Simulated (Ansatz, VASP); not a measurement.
# Mg6F in VASP and in Ansatz

```
Mg F
1.0
     3.20344    0.00000    0.00000
    -1.60172    7.81532    0.00000
     0.00000    0.00000   20.98511
Mg F
6 1
Direct
  0.84939 0.69878 0.19061
  0.52100 0.04200 0.21976
  0.19261 0.38523 0.24891
  0.37107 0.74148 0.32830
  0.04262 0.08345 0.35424
  0.71282 0.42511 0.38051
  0.71282 0.67511 0.48201
```

Alike in both runs: task single point; functional PBE; k mesh 9 × 4 × 1; occupations gaussian, width 0.1 eV; no spin polarisation.

|  | VASP | Ansatz |
| --- | --- | --- |
| version | VASP 6.6.1 | Ansatz 0.2.0 |
| potentials or method | VASP PAW PBE potentials, release 64 (Mg, F), cutoff 520 eV | scalar-relativistic, plane waves, PAW |
| valence electrons in the cell | 19 | 67 |

```tsv
	VASP	Ansatz	Ansatz less VASP
gap on the k mesh at the Fermi level (eV)	none	none	-
rms of the force components (eV/Å)	0.561	0.564	+0.0024
work function, face that differs most (eV)	3.47	3.47	-0.004
```

Atom by atom the forces differ by 0.004 eV/Å (rms over components). A gap of «none» marks a metal or a gap that the smearing closes. VASP's potentials hold 19 valence electrons a cell and Ansatz's 67, so a difference there can come from the potentials and not from the codes.
